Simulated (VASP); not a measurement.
Wanted: the native input for a VASP 6.6.1 run.

```yaml
Task: single point
Functional: PBE
Potentials_or_basis: VASP PAW PBE potentials, release 64 (Zn, O)
Cutoff: 520 eV
k_mesh: 2 × 2 × 1
Occupations: gaussian, width 0.02 eV
Spin: collinear spin, zero start
Starting_moments: "[0.0, 0.0, 0.0, 0.0, 0.0, 0.0, 0.0, 0.0, 0.0, 0.0, 0.0, 0.0, 0.0, 0.0, 0.0, 0.0, 0.0, 0.0, 0.0, 0.0, 0.0, 0.0, 0.0, 0.0, 0.0] μB"
Dipole_correction: no
Further_INCAR_settings: LREAL = Auto; ALGO = Normal; EDIFF = 1e-07; NBANDS = 133
```

The structure of Zn12O13 lies in POSCAR:

```
Zn12O13
1.0
    6.4986160000      0.0000000000      0.0000000000
    0.0000000000      5.2057090000      0.0000000000
    0.0000000000      0.0000000000     18.5659610000
Zn O
12 13
Direct
    0.2500000000      0.4999999040      0.0538620112
    0.0000000000      0.0000000000      0.1043843085
   -0.0000235435      0.5077210424      0.2081486652
    0.2525554672      0.0057974812      0.2588244153
    0.2410444008      0.4999662870      0.3644722188
   -0.0000263133      0.0297287075      0.3982088511
    0.7500000000      0.4999999040      0.0538620112
    0.5000000000      0.0000000000      0.1043843085
    0.4999815345      0.5069541920      0.2079993058
    0.7474160652      0.0057855712      0.2588275931
    0.7588988178      0.4999707052      0.3644722188
    0.4999699936     -0.0652650772      0.4232200531
    0.0000000000      0.3790100445      0.1043843085
    0.2500000000      0.8790099485      0.0538620112
    0.2507023034      0.3887916132      0.2595767599
   -0.0000141569      0.8880619335      0.2095474616
   -0.0000260055      0.3842247041      0.4141270683
    0.2531218955      0.8863044400      0.3622214331
    0.5000000000      0.3790100445      0.1043843085
    0.7500000000      0.8790099485      0.0538620112
    0.7492615351      0.3887854661      0.2595764367
    0.4999852276      0.8864439023      0.2085010305
    0.4999699936      0.3899659009      0.4150790794
    0.7468168607      0.8863088582      0.3622249341
    0.4999635307      0.5943578483      0.4745218952
```

These files were run (other wordings do the same):

INCAR

```
PREC = Accurate
ENCUT = 520
EDIFF = 1E-7
ISMEAR = 0
SIGMA = 0.02
LREAL = Auto
LASPH = True
NELM = 150
ALGO = Normal
ISIF = 2
LWAVE = False
LCHARG = False
ISPIN = 2
MAGMOM = 0 0 0 0 0 0 0 0 0 0 0 0 0 0 0 0 0 0 0 0 0 0 0 0 0
LORBIT = 11
GGA = PE
NBANDS = 133
```

KPOINTS

```
Automatic mesh
0
Gamma
  2 2 1
```

Potentials or basis: VASP PAW PBE potentials, release 64 (Zn, O).

Launch:

```sh
$ cat potpaw_PBE.64/Zn/POTCAR potpaw_PBE.64/O/POTCAR > POTCAR
$ mpirun -np 1 vasp_std > vasp.out
```

Results of the run:

```yaml
Largest_force: 1.548 eV/Å
Band_gap_on_the_k_mesh: 0.40 eV
Net_moment: 0.00 μB per cell
Valence_electrons_inside_the_program's_atomic_spheres: Zn 10.71, 10.82, 10.80, 10.83, 10.87, 10.81, 10.70 (each value once); O 4.99, 4.94, 5.00, 5.01, 4.89, 4.83 (each value once)
```

Caveat: the k points lie up to 0.60 Å⁻¹ apart; there is no dipole correction, which matters where the two faces differ.

Wall time 81 min on 1 thread of Oxide Virtual Turin-like Processor (shared host), peak memory 1 GiB.
